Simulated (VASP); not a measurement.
Here is a VASP 6.6.1 calculation.

File INCAR:

```
PREC = Accurate
ENCUT = 520
EDIFF = 1E-8
ISMEAR = 0
SIGMA = 0.01
LREAL = F
LASPH = T
NELM = 100
ALGO = Normal
ISIF = 2
LWAVE = F
LCHARG = F
GGA = RE
IVDW = 12
LEPSILON = T
```

KPOINTS

```
Automatic mesh
0
Gamma
  7 7 7
```

POSCAR

```
KBr
1.0
    0.0000000000      3.3857523744      3.3857523744
    3.3857523744      0.0000000000      3.3857523744
    3.3857523744      3.3857523744      0.0000000000
Br K
1 1
Direct
    0.5000000000      0.5000000000      0.5000000000
    0.0000000000      0.0000000000      0.0000000000
```

Potentials or basis: VASP PAW PBE potentials, release 64 (Br, K_sv).

Run with:

```console
$ cat potpaw_PBE.64/Br/POTCAR potpaw_PBE.64/K_sv/POTCAR > POTCAR
$ mpirun -np 1 vasp_std > vasp.out
```

(1) Estimate the electronic dielectric tensor (diagonal).

(2) Predict the Born charges (mean of the diagonal).

(3) Predict the band gap on the k mesh.

Answers

(1) 2.42.

(2) Br -1.15; K +1.15 e.

(3) 4.53 eV.

Caveat: an odd mesh through Γ misses points on the zone boundary, where band edges can lie.
